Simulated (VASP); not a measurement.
FePt:

```
Pt Fe
1.0
     2.72350    0.00000    0.00000
     0.00000    2.72350    0.00000
     0.00000    0.00000    3.72000
Pt Fe
1 1
Direct
  0.50000 0.50000 0.50000
  0.00000 0.00000 0.00000
```

| Quantity | Value |
| --- | --- |
| Program | VASP 6.6.1 |
| Task | relaxation of cell and atoms |
| Functional | RPBE |
| Potentials or basis | VASP PAW PBE potentials, release 64 (Pt, Fe) |
| Cutoff | 600 eV |
| k mesh | 10 × 10 × 7 |
| Occupations | fermi-dirac, width 0.05 eV |
| Spin | collinear spin, ferromagnetic start |
| Starting moments | [0.0, 3.0] μB |

At the start: pressure 8.0 GPa; volume 13.80 Å³/atom.

**Question.** How do energy, volume and symmetry change on relaxing?

**Answer.** Over 3 steps the energy falls by 13.1 meV/atom and the volume is 14.36 Å³/atom (+4.1 %); space group P4/mmm (No. 123, to 0.1 Å) before and after; moment 3.38 μB per cell.

Step by step:
```tsv
step	energy change (eV)	largest force (eV/Å)	pressure (GPa)	volume (Å³)
1	0.0000	0.0000	7.96	27.59
2	0.0261	0.0000	-9.12	30.42
3	-0.0263	0.0000	-0.10	28.71
```

Final structure:
```
Pt Fe
1.0
     2.75919    0.00000    0.00000
     0.00000    2.75919    0.00000
     0.00000    0.00000    3.77129
Pt Fe
1 1
Direct
  0.50000 0.50000 0.50000
  0.00000 0.00000 0.00000
```

Caveat: the PAW data sets were made with another functional, which shifts forces and pressure a little.
